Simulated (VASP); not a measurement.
# LiH (Fm-3m) in VASP: further runs

LiH is run at these levels: PBE, LDA; tasks: single point.

All numbers are computed with VASP 6.6.1; they aren't measurements. Logs are shortened: lines on timing, memory, paths and dates and some standing lists are left out, and cuts for length are marked.

## Step 1: The cell of the first run

It takes space group Fm-3m (No. 225, cubic). The conventional cell has a = 4.074 Å, b = 4.074 Å, c = 4.074 Å, α = 90.00°, β = 90.00°, γ = 90.00°. Li (site symmetry m-3m) has 6 H at 2.04 Å within 2.7 Å. H (site symmetry m-3m) has 6 Li at 2.04 Å within 2.7 Å.

## Step 2: Single point, PBE

File INCAR:

```
  PREC = Accurate
  ENCUT = 520
  EDIFF = 1E-6
  ISMEAR = 0
  SIGMA = 0.05
  LREAL = False
  LASPH = True
  NELM = 100
  ALGO = Normal
  ISIF = 2
  LWAVE = False
  LCHARG = False
  GGA = PE
  NBANDS = 9
```

File KPOINTS:

```
Automatic mesh
0
Gamma
  14 14 14
```

File POSCAR:

```
LiH
1.0
    0.0000000000      2.0367500000      2.0367500000
    2.0367500000      0.0000000000      2.0367500000
    2.0367500000      2.0367500000      0.0000000000
Li H
1 1
Direct
    0.0000000000      0.0000000000      0.0000000000
    0.5000000000      0.5000000000      0.5000000000
```

Potentials or basis: VASP PAW PBE potentials, release 64 (Li_sv, H).

Run with:

```console
$ cat potpaw_PBE.64/Li_sv/POTCAR potpaw_PBE.64/H/POTCAR > POTCAR
$ mpirun -np 1 vasp_std > vasp.out
```

OUTCAR:

```text
PREC = Accurate
   ENCUT = 520
   EDIFF = 1E-6
   ISMEAR = 0
   LREAL = False
   LASPH = True
   NELM = 100
   ISIF = 2
   GGA = PE

 ion  position               nearest neighbor table
   1  0.000  0.000  0.000-
   2  0.500  0.500  0.500-

  LATTYP: Found a face centered cubic cell.
 ALAT       =     4.0735000000

  Lattice vectors:

 A1 = (   0.0000000000,   2.0367500000,   2.0367500000)
 A2 = (   2.0367500000,   0.0000000000,   2.0367500000)
 A3 = (   2.0367500000,   2.0367500000,   0.0000000000)

Analysis of symmetry for initial positions (statically):
[... 33 lines left out ...]
                                     Primitive cell

  volume of cell :      16.8983

  direct lattice vectors                    reciprocal lattice vectors
     0.000000000  2.036750000  2.036750000    -0.245489137  0.245489137  0.245489137
     2.036750000  0.000000000  2.036750000     0.245489137 -0.245489137  0.245489137
     2.036750000  2.036750000  0.000000000     0.245489137  0.245489137 -0.245489137

  length of vectors
     2.880399473  2.880399473  2.880399473     0.425199658  0.425199658  0.425199658

  position of ions in fractional coordinates (direct lattice)
     0.000000000  0.000000000  0.000000000
     0.500000000  0.500000000  0.500000000

  ion indices of the primitive-cell ions
   primitive index   ion index
                 1           1
                 2           2

----------------------------------------------------------------------------------------

 KPOINTS: Automatic mesh

Automatic generation of k-mesh.
 Grid dimensions read from file:
 generate k-points for:   14   14   14

 Generating k-lattice:

  Cartesian coordinates                     Fractional coordinates (reciprocal lattice)
    -0.017534938  0.017534938  0.017534938     0.071428571  0.000000000  0.000000000
     0.017534938 -0.017534938  0.017534938     0.000000000  0.071428571  0.000000000
     0.017534938  0.017534938 -0.017534938     0.000000000  0.000000000  0.071428571

  Length of vectors
     0.030371404  0.030371404  0.030371404

  Shift w.r.t. Gamma in fractional coordinates (k-lattice)
     0.000000000  0.000000000  0.000000000

 Subroutine IBZKPT returns following result:
 ===========================================

 Found    104 irreducible k-points:

 Following reciprocal coordinates:
            Coordinates               Weight
  0.000000  0.000000  0.000000      1.000000
  0.071429  0.000000  0.000000      8.000000
  0.142857  0.000000  0.000000      8.000000
  0.214286  0.000000  0.000000      8.000000
  0.285714  0.000000  0.000000      8.000000
  0.357143  0.000000  0.000000      8.000000
[... 16 lines left out ...]
  0.214286  0.142857  0.000000     24.000000
  0.285714  0.142857  0.000000     24.000000
 [... further k-points ...]
   k-points           NKPTS =    104   k-points in BZ     NKDIM =    104   number of bands    NBANDS=      9
   number of dos      NEDOS =    301   number of ions     NIONS =      2
   total plane-waves  NPLWV =  13824
   dimension x,y,z NGX =    24 NGY =   24 NGZ =   24
   dimension x,y,z NGXF=    48 NGYF=   48 NGZF=   48
   ions per type =               1   1
   NGX,Y,Z   is equivalent  to a cutoff of  13.85, 13.85, 13.85 a.u.
   NGXF,Y,Z  is equivalent  to a cutoff of  27.70, 27.70, 27.70 a.u.
 SYSTEM =  unknown system
   PREC   = accura    normal or accurate (medium, high low for compatibility)
   ISTART =      0    job   : 0-new  1-cont  2-samecut
   ICHARG =      2    charge: 1-file 2-atom 10-const
   ISPIN  =      1    spin polarized calculation?
   LNONCOLLINEAR =      F non collinear calculations
   LSORBIT =      F    spin-orbit coupling
   LASPH  =      T    aspherical Exc in radial PAW
   ENCUT  =  520.0 eV  38.22 Ry    6.18 a.u.   5.36  5.36  5.36*2*pi/ulx,y,z
   NELM   =    100;   NELMIN=  2; NELMDL= -5     # of ELM steps
   EDIFF  = 0.1E-05   stopping-criterion for ELM
   LREAL  =      F    real-space projection
   EDIFFG = 0.1E-04   stopping-criterion for IOM
   NSW    =      0    number of steps for IOM
   IBRION =     -1    ionic relax: 0-MD 1-quasi-New 2-CG
   NFREE  =      0    steps in history (QN), initial steepest desc. (CG)
   ISIF   =      2    stress and relaxation
   ISYM   =      2    0-nonsym 1-usesym 2-fastsym
   POTIM  = 0.5000    time-step for ionic-motion
   TEBEG  =    0.0;   TEEND  =   0.0 temperature during run
   PSTRESS=    0.0 pullay stress
   NELECT =       4.0000    total number of electrons
   NUPDOWN=      -1.0000    fix difference up-down
   EMIN   =  10.00;   EMAX   =-10.00  energy-range for DOS
   EFERMI =   0.00;   METHOD = LEGACY
   ISMEAR =     0;   SIGMA  =   0.05  broadening in eV -4-tet -1-fermi 0-gaus
   EFERMI_NEDOS =   21; number of points for ismear=-14 and -15
   IALGO  =     38    algorithm
   IMIX   =      4    mixing-type and parameters
     AMIX     =   0.40;   BMIX     =  1.00
     AMIX_MAG =   1.60;   BMIX_MAG =  1.00
  volume/ion in A,a.u.               =       8.45        57.02
  Fermi-wavevector in a.u.,A,eV,Ry     =   1.012699  1.913724 13.953585  1.025560
  Thomas-Fermi vector in A             =   2.145824
   LORBIT       =      0    0 simple, 1 ext, 2 COOP (PROOUT), +10 PAW based schemes
   GGA     = PE    functional components
   LHFCALC =     F    Hartree Fock is set to
   AEXX    =    0.0000 exact exchange contribution
   IVDW    =     0    specifies the selected vdW correction
   LEPSILON=     F    determine dielectric tensor
   LRPA    =     F    only Hartree local field effects (RPA)
 non-spin polarized calculation
 Gauss-broadening in eV      SIGMA  =   0.05
  energy-cutoff  :      520.00
  volume of cell :       16.90
 maximum number of plane-waves:       467
 NGX is ok and might be reduce to    24
   NGX = 11   NGY = 11   NGZ = 11

 number of electron       3.9999999 magnetization

 Free energy of the ion-electron system (eV)
  ---------------------------------------------------
  ext. energy  EPLUGINS =         0.00000000
  ---------------------------------------------------
  free energy    TOTEN  =        -6.12276030 eV

  energy without entropy =       -6.12276030  energy(sigma->0) =       -6.12276030

 E-fermi :   0.0853     XC(G=0):  -8.3576

 val. band max:       -0.1283584157   @ k =   0.5000   0.5000   0.0000
 cond. band min:       2.8839107094   @ k =   0.5000   0.5000   0.0000
 fundamental gap:      3.0122691250
 Fermi energy:         0.0853039709

 k-point     1 :       0.0000    0.0000    0.0000
  band No.  band energies     occupation
      1     -44.4687      2.00000
      2      -5.3791      2.00000
      3      15.3452      0.00000
      4      17.2764      0.00000
      5      17.2764      0.00000
      6      17.2764      0.00000
      7      21.9042      0.00000
      8      21.9042      0.00000
      9      21.9042      0.00000

 k-point     2 :       0.0714    0.0000    0.0000
  band No.  band energies     occupation
      1     -44.4668      2.00000
      2      -5.2901      2.00000
      3      14.6591      0.00000
      4      16.6609      0.00000
      5      17.0690      0.00000
      6      17.0690      0.00000
      7      21.3517      0.00000
      8      22.3444      0.00000
      9      22.3445      0.00000

 k-point     3 :       0.1429    0.0000    0.0000
  band No.  band energies     occupation
      1     -44.4615      2.00000
      2      -5.0272      2.00000
      3      12.7573      0.00000
      4      15.6962      0.00000
      5      16.6372      0.00000
      6      16.6372      0.00000
      7      21.5604      0.00000
      8      23.1912      0.00000
      9      23.1912      0.00000

 k-point     4 :       0.2143    0.0000    0.0000
  band No.  band energies     occupation
      1     -44.4538      2.00000
      2      -4.6006      2.00000
      3      10.4569      0.00000
      4      14.8469      0.00000
      5      16.2332      0.00000
      6      16.2332      0.00000
      7      22.1913      0.00000
      8      22.1913      0.00000
      9      22.3150      0.00000

 k-point     5 :       0.2857    0.0000    0.0000
  band No.  band energies     occupation
      1     -44.4452      2.00000
      2      -4.0388      2.00000
      3       8.2810      0.00000
      4      14.1271      0.00000
      5      15.9707      0.00000
      6      15.9707      0.00000
      7      20.7509      0.00000
      8      20.7509      0.00000
      9      23.3759      0.00000

 k-point     6 :       0.3571    0.0000    0.0000
  band No.  band energies     occupation
      1     -44.4375      2.00000
      2      -3.4091      2.00000
      3       6.4487      0.00000
      4      13.5794      0.00000
      5      15.8736      0.00000
      6      15.8737      0.00000
      7      19.5748      0.00000
      8      19.5748      0.00000
      9      24.6062      0.00000

 k-point     7 :       0.4286    0.0000    0.0000
  band No.  band energies     occupation
      1     -44.4321      2.00000
      2      -2.8563      2.00000
      3       5.1605      0.00000
      4      13.2383      0.00000
      5      15.9007      0.00000
      6      15.9007      0.00000
      7      18.7720      0.00000
      8      18.7720      0.00000
      9      25.7729      0.00000

 k-point     8 :       0.5000    0.0000    0.0000
  band No.  band energies     occupation
      1     -44.4302      2.00000
      2      -2.6216      2.00000
      3       4.6782      0.00000
      4      13.1225      0.00000
      5      15.9379      0.00000
      6      15.9380      0.00000
      7      18.4745      0.00000
      8      18.4745      0.00000
      9      26.3233      0.00000

 k-point     9 :       0.0714    0.0714    0.0000
  band No.  band energies     occupation
      1     -44.4662      2.00000
      2      -5.2601      2.00000
      3      14.6572      0.00000
      4      16.3387      0.00000
      5      16.3388      0.00000
      6      17.7888      0.00000
      7      20.1339      0.00000
      8      23.1523      0.00000
      9      23.1523      0.00000

 k-point    10 :       0.1429    0.0714    0.0000
  band No.  band energies     occupation
      1     -44.4621      2.00000
      2      -5.0532      2.00000
      3      13.3892      0.00000
      4      15.3794      0.00000
      5      15.6225      0.00000
      6      17.8344      0.00000
      7      19.9147      0.00000
      8      23.5011      0.00000
      9      24.2111      0.00000
[... 85 lines left out ...]
 k-point    18 :      -0.2857    0.0714    0.0000
  band No.  band energies     occupation
      1     -44.4413      2.00000
      2      -3.7458      2.00000
      3       7.6644      0.00000
      4      12.8015      0.00000
      5      15.2945      0.00000
      6      16.8258      0.00000
      7      19.5551      0.00000
      8      22.2207      0.00000
      9      23.5863      0.00000

 k-point    19 :      -0.2143    0.0714    0.0000
  band No.  band energies     occupation
      1     -44.4497      2.00000
      2      -4.3443      2.00000
      3       9.7448      0.00000
      4      13.3071      0.00000
      5      15.6620      0.00000
      6      17.2603      0.00000
      7      20.6242      0.00000
      8      22.3677      0.00000
      9      23.4922      0.00000

 k-point    20 :      -0.1429    0.0714    0.0000
  band No.  band energies     occupation
      1     -44.4577      2.00000
      2      -4.8224      2.00000
      3      12.0033      0.00000
      4      14.0191      0.00000
      5      16.1817      0.00000
      6      17.5411      0.00000
      7      21.4525      0.00000
      8      22.1201      0.00000
      9      23.3017      0.00000

 k-point    21 :      -0.0714    0.0714    0.0000
  band No.  band energies     occupation
      1     -44.4638      2.00000
      2      -5.1429      2.00000
      3      13.8306      0.00000
      4      15.2612      0.00000
      5      16.6707      0.00000
      6      17.5324      0.00000
      7      21.0301      0.00000
      8      22.2736      0.00000
      9      24.0066      0.00000

 k-point    22 :       0.1429    0.1429    0.0000
  band No.  band energies     occupation
      1     -44.4591      2.00000
      2      -4.8991      2.00000
      3      13.2299      0.00000
      4      14.7294      0.00000
      5      14.7294      0.00000
      6      18.0300      0.00000
      7      18.1495      0.00000
      8      23.7253      0.00000
      9      25.5991      0.00000

 k-point    23 :       0.2143    0.1429    0.0000
  band No.  band energies     occupation
      1     -44.4534      2.00000
      2      -4.5709      2.00000
      3      11.7644      0.00000
      4      13.7194      0.00000
      5      14.0398      0.00000
      6      17.6252      0.00000
      7      18.2502      0.00000
      8      23.4397      0.00000
      9      26.3446      0.00000

 k-point    24 :       0.2857    0.1429    0.0000
  band No.  band energies     occupation
      1     -44.4459      2.00000
      2      -4.0828      2.00000
      3       9.6958      0.00000
      4      12.6893      0.00000
      5      13.5862      0.00000
      6      17.0474      0.00000
      7      19.4132      0.00000
      8      22.9917      0.00000
      9      25.2290      0.00000

 [... further k-points ...]

------------------------ aborting loop because EDIFF is reached ----------------------------------------

  FORCE on cell =-STRESS in cart. coord.  units (eV):
  Direction    XX          YY          ZZ          XY          YZ          ZX
  --------------------------------------------------------------------------------------
  -------------------------------------------------------------------------------------
  Total       -0.1972882     -0.1972882     -0.1972882      0.0000000     -0.0000000     -0.0000000
  in kB      -18.7054683    -18.7054683    -18.7054683      0.0000000     -0.0000000     -0.0000000
  external PRESSURE =     -18.7054683 kB  Pullay stress =       0.0000000 kB

 VOLUME and BASIS-vectors are now :
 -----------------------------------------------------------------------------
  energy-cutoff  :      520.00
  volume of cell :       16.90
      direct lattice vectors                 reciprocal lattice vectors
     0.000000000  2.036750000  2.036750000    -0.245489137  0.245489137  0.245489137
     2.036750000  0.000000000  2.036750000     0.245489137 -0.245489137  0.245489137
     2.036750000  2.036750000  0.000000000     0.245489137  0.245489137 -0.245489137

 POSITION                                       TOTAL-FORCE (eV/Angst)
 -----------------------------------------------------------------------------------
      0.00000      0.00000      0.00000         0.000000     -0.000000      0.000000
      2.03675      2.03675      2.03675        -0.000000      0.000000      0.000000
 -----------------------------------------------------------------------------------
    total drift:                                0.000000     -0.000000     -0.000000

  FREE ENERGIE OF THE ION-ELECTRON SYSTEM (eV)
  ---------------------------------------------------
  free  energy   TOTEN  =        -6.1227602977 eV

  energy  without entropy=       -6.1227602977  energy(sigma->0) =       -6.12276030
```

Wall time 4.6 s (1 thread of Intel Xeon 6975P-C (Granite Rapids), shared host); peak memory 0.13 GiB.

Results:

```yaml
Free_energy: -6.1228 eV
Band_gap_on_the_k_mesh: 3.01 eV, direct
```

Caveat: the cutoff is under 1.25 times the usual one of these potentials, so pressure, stress and relaxed cells hold a basis-set (Pulay) error.

## Step 3: Single point, LDA

File INCAR:

```
SYSTEM = LiH
PREC     = Accurate       ! precision mode
ENCUT    = 520            ! plane-wave cutoff, eV
EDIFF    = 1E-6           ! SCF threshold, eV
ISMEAR   = 0              ! smearing method
SIGMA    = 0.05           ! smearing width, eV
LREAL    = .FALSE.        ! projectors in reciprocal space
LASPH    = .TRUE.         ! aspherical terms in the spheres
NELM     = 80             ! most SCF steps
ALGO     = Normal         ! electronic algorithm
ISIF     = 2              ! what is computed and relaxed
LWAVE    = .FALSE.        ! write WAVECAR
LCHARG   = .FALSE.        ! write CHGCAR
NBANDS   = 9              ! bands
```

File KPOINTS:

```
Automatic mesh
0
G
  14 14 14
  0 0 0
```

POSCAR is that of step 2.

Potentials or basis: VASP PAW LDA potentials, release 64 (Li_sv, H).

Run with:

```console
$ cat potpaw_LDA.64/Li_sv/POTCAR potpaw_LDA.64/H/POTCAR > POTCAR
$ mpirun -np 1 vasp_std > vasp.out
```

Wall time 4 s (1 thread of Intel Xeon 6975P-C (Granite Rapids), shared host); peak memory 0.13 GiB.

It converged, with:

```
Free energy            : -6.4694 eV
Band gap on the k mesh : 2.65 eV, direct
```

Levels at points of the mesh, in eV from the valence-band top:
```csv
k point,band 1,band 2,band 3,band 4,band 5
"(0.00, 0.00, 0.00)",-43.51,-5.38,15.51,16.93,16.93
"(0.50, 0.00, 0.00)",-43.46,-2.62,4.53,13.11,15.55
"(0.50, 0.50, 0.00)",-43.45,0.00,2.65,10.17,10.17
```

Caveat: the cutoff is under 1.25 times the usual one of these potentials, so pressure, stress and relaxed cells hold a basis-set (Pulay) error. As with any semilocal functional, this LDA gap is likely too small.
